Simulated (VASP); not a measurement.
# Ga (P2_1) in VASP: single point with PBEsol

Aim: the single point of Ga with PBEsol.

Everything below comes from runs of VASP 6.6.1. Logs are shortened: lines on timing, memory, paths and dates and some standing lists are left out, and cuts for length are marked.

**1. The cell of the first run**

Symmetry: P2_1, No. 4, monoclinic system. Conventional cell: a = 4.416 Å, b = 4.621 Å, c = 4.441 Å, α = 90.00°, β = 119.43°, γ = 90.00°. Within 3.0 Å of Ga (site symmetry 1) lie 7 Ga at 2.30 to 2.94 Å. Ga (site symmetry 1) has 7 Ga at 2.30 to 2.94 Å within 3.0 Å.

**2. Single point, PBEsol (strained and its atoms moved)**

INCAR reads:

```
ALGO     = Normal         # electronic algorithm
EDIFF    = 1E-7           # SCF threshold, eV
ENCUT    = 520            # plane-wave cutoff, eV
GGA      = PS             # functional
ISIF     = 2              # what is computed and relaxed
ISMEAR   = 0              # smearing method
LASPH    = T              # aspherical terms in the spheres
LCHARG   = F              # write CHGCAR
LREAL    = F              # projectors in reciprocal space
LWAVE    = F              # write WAVECAR
NBANDS   = 34             # bands
NELM     = 100            # most SCF steps
PREC     = Accurate       # precision mode
SIGMA    = 0.1            # smearing width, eV
```

KPOINTS reads:

```
k-points
0
Gamma
  10 10 8
```

POSCAR reads:

```
Ga
1.0
    2.2459670050     -3.8610675210      0.0000000000
    2.1953584290      3.8312066870      0.0000000000
    0.0000000000      0.0000000000      4.6207196010
Ga
4
Direct
    0.2177046788      0.8816317341      0.1153857274
    0.6349812442      0.3337185741      0.3846142726
    0.8650187558      0.1662814259      0.8846142726
    0.2822953212      0.6183682659      0.6153857274
```

Potentials or basis: VASP PAW PBE potentials, release 64 (Ga_d).

On the command line:

```sh
$ cat potpaw_PBE.64/Ga_d/POTCAR > POTCAR
$ mpirun -np 1 vasp_std > vasp.out
```

OUTCAR:

```text
EDIFF = 1E-7
   ENCUT = 520
   GGA = PS
   ISIF = 2
   ISMEAR = 0
   LASPH = T
   LREAL = F
   NELM = 100
   PREC = Accurate

 ion  position               nearest neighbor table
   1  0.218  0.882  0.115-   2 2.30   4 2.67   4 2.67   3 2.68   3 2.73   2 2.81
   2  0.635  0.334  0.385-   1 2.30   4 2.68   4 2.73   3 2.77   3 2.77   1 2.81
   3  0.865  0.166  0.885-   4 2.30   1 2.68   1 2.73   2 2.77   2 2.77   4 2.81
   4  0.282  0.618  0.615-   3 2.30   1 2.67   1 2.67   2 2.68   2 2.73   3 2.81

  Warning from LATTYP: Monoclinic adjustment (A1->A3, A2->A1, A3->A2)!
  Warning from LATTYP: Got some problem with cell dimensions!
  Tried to take original basis but could not verify dimensions!
  LATTYP: Found a simple monoclinic cell.
 ALAT       =     4.4156249060
 B/A-ratio  =     1.0464474903
 C/A-ratio  =     1.0058430937
 COS(beta)  =    -0.4913349031

  Lattice vectors:

 A1 = (   2.1953584290,   3.8312066870,   0.0000000000)
 A2 = (   0.0000000000,   0.0000000000,  -4.6207196010)
 A3 = (  -4.4413254340,   0.0298608340,   0.0000000000)

Analysis of symmetry for initial positions (statically):
=====================================================================
 Subroutine PRICEL returns:
 Original cell was already a primitive cell.

 Routine SETGRP: Setting up the symmetry group for a
 simple monoclinic supercell.

 Subroutine GETGRP returns: Found  2 space group operations
 (whereof  1 operations were pure point group operations)
 out of a pool of  4 trial point group operations.

The static configuration has the point symmetry C_1 .
 The point group associated with its full space group is C_2 .

Analysis of symmetry for dynamics (positions and initial velocities):
=====================================================================
 Subroutine PRICEL returns:
 Original cell was already a primitive cell.

 Routine SETGRP: Setting up the symmetry group for a
 simple monoclinic supercell.

 Subroutine GETGRP returns: Found  2 space group operations
 (whereof  1 operations were pure point group operations)
 out of a pool of  4 trial point group operations.

The dynamic configuration has the point symmetry C_1 .
 The point group associated with its full space group is C_2 .

 Subroutine INISYM returns: Found  2 space group operations
 (whereof  1 operations are pure point group operations),
 and found     1 'primitive' translations

----------------------------------------------------------------------------------------

                                     Primitive cell

  volume of cell :      78.9274

  direct lattice vectors                    reciprocal lattice vectors
     2.245967005 -3.861067521  0.000000000     0.224293886 -0.128524904  0.000000000
     2.195358429  3.831206687  0.000000000     0.226042056  0.131487729  0.000000000
     0.000000000  0.000000000  4.620719601     0.000000000  0.000000000  0.216416508

  length of vectors
     4.466789696  4.415624906  4.620719601     0.258508023  0.261503411  0.216416508

  position of ions in fractional coordinates (direct lattice)
     0.217704679  0.881631734  0.115385727
     0.634981244  0.333718574  0.384614273
     0.865018756  0.166281426  0.884614273
     0.282295321  0.618368266  0.615385727

  ion indices of the primitive-cell ions
   primitive index   ion index
                 1           1
                 2           2
                 3           3
                 4           4

----------------------------------------------------------------------------------------

 KPOINTS: k-points

Automatic generation of k-mesh.
 Grid dimensions read from file:
 generate k-points for:   10   10    8

 Generating k-lattice:

  Cartesian coordinates                     Fractional coordinates (reciprocal lattice)
     0.022429389 -0.012852490  0.000000000     0.100000000 -0.000000000  0.000000000
     0.022604206  0.013148773  0.000000000     0.000000000  0.100000000  0.000000000
     0.000000000  0.000000000  0.027052063     0.000000000  0.000000000  0.125000000

  Length of vectors
     0.025850802  0.026150341  0.027052063

  Shift w.r.t. Gamma in fractional coordinates (k-lattice)
     0.000000000  0.000000000  0.000000000

 Subroutine IBZKPT returns following result:
 ===========================================

 Found    260 irreducible k-points:

 Following reciprocal coordinates:
            Coordinates               Weight
  0.000000  0.000000  0.000000      1.000000
  0.100000  0.000000  0.000000      2.000000
  0.200000  0.000000  0.000000      2.000000
  0.300000  0.000000  0.000000      2.000000
  0.400000 -0.000000  0.000000      2.000000
  0.500000  0.000000  0.000000      1.000000
[... 16 lines left out ...]
 -0.400000  0.200000  0.000000      2.000000
 -0.300000  0.200000  0.000000      2.000000
 [... further k-points ...]
   k-points           NKPTS =    260   k-points in BZ     NKDIM =    260   number of bands    NBANDS=     34
   number of dos      NEDOS =    301   number of ions     NIONS =      4
   total plane-waves  NPLWV =  46656
   dimension x,y,z NGX =    36 NGY =   36 NGZ =   36
   dimension x,y,z NGXF=    72 NGYF=   72 NGZF=   72
   ions per type =               4
   NGX,Y,Z   is equivalent  to a cutoff of  13.40, 13.55, 12.95 a.u.
   NGXF,Y,Z  is equivalent  to a cutoff of  26.80, 27.11, 25.90 a.u.
 SYSTEM =  unknown system
   PREC   = accura    normal or accurate (medium, high low for compatibility)
   ISTART =      0    job   : 0-new  1-cont  2-samecut
   ICHARG =      2    charge: 1-file 2-atom 10-const
   ISPIN  =      1    spin polarized calculation?
   LNONCOLLINEAR =      F non collinear calculations
   LSORBIT =      F    spin-orbit coupling
   LASPH  =      T    aspherical Exc in radial PAW
   ENCUT  =  520.0 eV  38.22 Ry    6.18 a.u.   8.31  8.21  8.59*2*pi/ulx,y,z
   NELM   =    100;   NELMIN=  2; NELMDL= -5     # of ELM steps
   EDIFF  = 0.1E-06   stopping-criterion for ELM
   LREAL  =      F    real-space projection
   EDIFFG = 0.1E-05   stopping-criterion for IOM
   NSW    =      0    number of steps for IOM
   IBRION =     -1    ionic relax: 0-MD 1-quasi-New 2-CG
   NFREE  =      0    steps in history (QN), initial steepest desc. (CG)
   ISIF   =      2    stress and relaxation
   ISYM   =      2    0-nonsym 1-usesym 2-fastsym
   POTIM  = 0.5000    time-step for ionic-motion
   TEBEG  =    0.0;   TEEND  =   0.0 temperature during run
   PSTRESS=    0.0 pullay stress
   NELECT =      52.0000    total number of electrons
   NUPDOWN=      -1.0000    fix difference up-down
   EMIN   =  10.00;   EMAX   =-10.00  energy-range for DOS
   EFERMI =   0.00;   METHOD = LEGACY
   ISMEAR =     0;   SIGMA  =   0.10  broadening in eV -4-tet -1-fermi 0-gaus
   EFERMI_NEDOS =   21; number of points for ismear=-14 and -15
   IALGO  =     38    algorithm
   IMIX   =      4    mixing-type and parameters
     AMIX     =   0.40;   BMIX     =  1.00
     AMIX_MAG =   1.60;   BMIX_MAG =  1.00
  volume/ion in A,a.u.               =      19.73       133.16
  Fermi-wavevector in a.u.,A,eV,Ry     =   1.424514  2.691941 27.609484  2.029240
  Thomas-Fermi vector in A             =   2.544997
   LORBIT       =      0    0 simple, 1 ext, 2 COOP (PROOUT), +10 PAW based schemes
   GGA     = PS    functional components
   LHFCALC =     F    Hartree Fock is set to
   AEXX    =    0.0000 exact exchange contribution
   IVDW    =     0    specifies the selected vdW correction
   LEPSILON=     F    determine dielectric tensor
   LRPA    =     F    only Hartree local field effects (RPA)
 non-spin polarized calculation
 Gauss-broadening in eV      SIGMA  =   0.10
  energy-cutoff  :      520.00
  volume of cell :       78.93
 maximum number of plane-waves:      2150
 NGX is ok and might be reduce to    36
   NGX = 17   NGY = 17   NGZ = 17

 number of electron      51.9999994 magnetization

 Free energy of the ion-electron system (eV)
  ---------------------------------------------------
  ext. energy  EPLUGINS =         0.00000000
  ---------------------------------------------------
  free energy    TOTEN  =       -12.81419620 eV

  energy without entropy =      -12.80975203  energy(sigma->0) =      -12.81197412

 E-fermi :   4.8414     XC(G=0): -10.7401

 val. band max:        4.8354448244   @ k =   0.4000   0.5000   0.3750
 cond. band min:       4.8553417782   @ k =   0.5000   0.4000   0.2500
 fundamental gap:      0.0198969538
 Fermi energy:         4.8413732941

 k-point     1 :       0.0000    0.0000    0.0000
  band No.  band energies     occupation
      1     -10.5379      2.00000
      2     -10.4872      2.00000
      3     -10.3865      2.00000
      4     -10.3618      2.00000
      5     -10.2986      2.00000
      6     -10.2641      2.00000
[... 26 lines left out ...]
     33      11.1398      0.00000
     34      12.0889      0.00000

 k-point     2 :       0.1000    0.0000    0.0000
  band No.  band energies     occupation
      1     -10.5409      2.00000
      2     -10.4888      2.00000
      3     -10.3821      2.00000
      4     -10.3640      2.00000
      5     -10.3114      2.00000
      6     -10.2717      2.00000
[... 26 lines left out ...]
     33      11.4921      0.00000
     34      12.1478      0.00000

 k-point     3 :       0.2000    0.0000    0.0000
  band No.  band energies     occupation
      1     -10.5489      2.00000
      2     -10.4951      2.00000
      3     -10.3821      2.00000
      4     -10.3584      2.00000
      5     -10.3252      2.00000
      6     -10.3024      2.00000
[... 26 lines left out ...]
     33      11.1660      0.00000
     34      11.6404      0.00000

 k-point     4 :       0.3000    0.0000    0.0000
  band No.  band energies     occupation
      1     -10.5587      2.00000
      2     -10.5073      2.00000
      3     -10.3907      2.00000
      4     -10.3508      2.00000
      5     -10.3329      2.00000
      6     -10.3126      2.00000
[... 26 lines left out ...]
     33      10.9706      0.00000
     34      11.9439      0.00000

 k-point     5 :       0.4000   -0.0000    0.0000
  band No.  band energies     occupation
      1     -10.5663      2.00000
      2     -10.5206      2.00000
      3     -10.3965      2.00000
      4     -10.3587      2.00000
      5     -10.3326      2.00000
      6     -10.3040      2.00000
[... 621 lines left out ...]
 k-point    22 :       0.5000    0.2000    0.0000
  band No.  band energies     occupation
      1     -10.5549      2.00000
      2     -10.5171      2.00000
      3     -10.3982      2.00000
      4     -10.3561      2.00000
      5     -10.3114      2.00000
      6     -10.2825      2.00000
[... 26 lines left out ...]
     33      12.4831      0.00000
     34      13.2859      0.00000

 k-point    23 :      -0.4000    0.2000    0.0000
  band No.  band energies     occupation
      1     -10.5436      2.00000
      2     -10.5044      2.00000
      3     -10.3925      2.00000
      4     -10.3594      2.00000
      5     -10.2963      2.00000
      6     -10.2875      2.00000
[... 26 lines left out ...]
     33      11.9640      0.00000
     34      12.7238      0.00000

 k-point    24 :      -0.3000    0.2000    0.0000
  band No.  band energies     occupation
      1     -10.5350      2.00000
      2     -10.4969      2.00000
      3     -10.3882      2.00000
      4     -10.3639      2.00000
      5     -10.2903      2.00000
      6     -10.2707      2.00000
[... 26 lines left out ...]
     33      11.0071      0.00000
     34      11.4870      0.00000

 [... further k-points ...]
[... 5 lines left out ...]
  --------------------------------------------------------------------------------------
  -------------------------------------------------------------------------------------
  Total        3.8838426     -2.1221460      0.7034743      0.7121649      0.0000000      0.0000000
  in kB       78.8396053    -43.0782518     14.2800939     14.4565081      0.0000000      0.0000000
  external PRESSURE =      16.6804825 kB  Pullay stress =       0.0000000 kB

 VOLUME and BASIS-vectors are now :
 -----------------------------------------------------------------------------
  energy-cutoff  :      520.00
  volume of cell :       78.93
      direct lattice vectors                 reciprocal lattice vectors
     2.245967005 -3.861067521  0.000000000     0.224293886 -0.128524904  0.000000000
     2.195358429  3.831206687  0.000000000     0.226042056  0.131487729  0.000000000
     0.000000000  0.000000000  4.620719601     0.000000000  0.000000000  0.216416508

 POSITION                                       TOTAL-FORCE (eV/Angst)
 -----------------------------------------------------------------------------------
      2.42446      2.53714      0.53317        -1.450705      0.383521     -1.045656
      2.15878     -1.17316      1.77719         1.369590      0.455404      1.045656
      2.30785     -2.70284      4.08755        -1.369590     -0.455404      1.045656
      1.99157      1.27914      2.84352         1.450705     -0.383521     -1.045656
 -----------------------------------------------------------------------------------
    total drift:                               -0.000000     -0.000000      0.000443

  FREE ENERGIE OF THE ION-ELECTRON SYSTEM (eV)
  ---------------------------------------------------
  free  energy   TOTEN  =       -12.8141962048 eV

  energy  without entropy=      -12.8097520271  energy(sigma->0) =      -12.81197412
```

Run time: 15 min. Hardware: 1 thread of AMD EPYC 7R13 (Zen 3), shared host; peak memory 0.53 GiB.

What came out:

| Quantity | Value |
| --- | --- |
| Free energy | -12.8142 eV |
| Pressure | 1.7 GPa |
| Largest force | 1.829 eV/Å |
| Band gap on the k mesh | zero (band 26 reaches 5.06 eV, above the bottom of band 27 at 4.28 eV) |

Forces on the atoms (eV/Å):
```
Ga  -1.451  0.384 -1.046
Ga   1.370  0.455  1.046
Ga  -1.370 -0.455  1.046
Ga   1.451 -0.384 -1.046
```

Stress tensor (GPa, compression positive):
```
 7.88  1.45  0.00
 1.45 -4.31  0.00
 0.00  0.00  1.43
```

Levels at points of the mesh, in eV from the Fermi level:
```tsv
k point	band 24	band 25	band 26	band 27	band 28	band 29
(0.00, 0.00, 0.00)	-1.65	-1.51	-0.66	1.00	1.01	1.18
(0.50, 0.00, 0.00)	-3.46	-1.96	-1.58	0.74	0.74	4.13
(0.00, 0.50, 0.00)	-3.32	-1.63	-1.62	0.38	0.89	4.07
(0.50, 0.50, 0.00)	-3.36	-2.13	-1.56	0.58	1.06	3.33
(0.00, 0.00, 0.50)	-0.58	0.02	0.02	0.47	0.47	1.84
(0.50, 0.00, 0.50)	-6.36	-1.30	-1.30	0.51	0.51	6.85
(0.00, 0.50, 0.50)	-6.22	-1.37	-1.37	0.26	0.26	6.69
(0.50, 0.50, 0.50)	-5.00	-1.55	-1.55	-0.56	-0.56	6.26
```

Caveat: the cell differs from its parent crystal (strained and its atoms moved); the PAW data sets were made with another functional, which shifts forces and pressure a little.
